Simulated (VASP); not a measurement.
Set up this calculation in VASP 6.6.1, as the native input.

- Task: single point
- Functional: PBEsol
- Dispersion: D4
- Potentials or basis: VASP PAW PBE potentials, release 64 (Fe, Pt)
- Cutoff: 520 eV
- k mesh: 14 × 14 × 6
- Occupations: fermi-dirac, width 0.1 eV
- Spin: collinear spin, antiferromagnetic start
- Starting moments: [2.8, -2.8, 0.0] μB
- Dipole correction: no
- Further INCAR settings: ALGO = Normal; EDIFF = 1e-07; NBANDS = 24

The structure of Fe2Pt lies in POSCAR:

```
Fe2Pt
1.0
    2.6175999200      0.0000000000      0.0000000000
   -1.3087999600      2.2669080200      0.0000000000
    0.0000000000      0.0000000000      6.2768510000
Fe Pt
2 1
Direct
    0.3333333333      0.6666666667      0.6445400000
    0.6666666667      0.3333333333      0.3554600000
    0.0000000000      0.0000000000      0.0000000000
```

The input as run:

INCAR

```
SYSTEM = Fe2Pt
ALGO = Normal
EDIFF = 1E-7
ENCUT = 520
GGA = PS
ISIF = 2
ISMEAR = -1
ISPIN = 2
IVDW = 13
LASPH = .TRUE.
LCHARG = .FALSE.
LMAXMIX = 4
LORBIT = 11
LREAL = .FALSE.
LWAVE = .FALSE.
MAGMOM = 2.8 -2.8 0
NBANDS = 24
NELM = 150
PREC = Accurate
SIGMA = 0.1
```

KPOINTS

```
k-points
0
G
  14 14 6
  0 0 0
```

Potentials or basis: VASP PAW PBE potentials, release 64 (Fe, Pt).

Launch:

```sh
$ cat potpaw_PBE.64/Fe/POTCAR potpaw_PBE.64/Pt/POTCAR > POTCAR
$ mpirun -np 1 vasp_std > vasp.out
```

It gave:

- Pressure: -4.0 GPa
- Largest force: 0.828 eV/Å
- Band gap on the k mesh: zero (filled and empty bands overlap)
- Net moment: 0.00 μB per cell
- Site moments: Fe +1.91, -1.91; Pt +0.00 μB
- Valence electrons inside the program's atomic spheres: Fe 7.25; Pt 9.56
- Dispersion energy per atom: -0.284 eV

Caveat: the cell stands under tension; the antiferromagnetic order is the one typed at the start, and another may lie lower; the PAW data sets were made with another functional, which shifts forces and pressure a little; spin-orbit coupling is left out, which moves the levels of the heavy elements.

Run time: 120 s on 1 thread of Intel(R) Xeon(R) 6975P-C (Granite Rapids), on a shared host, peak memory 0.29 GiB.
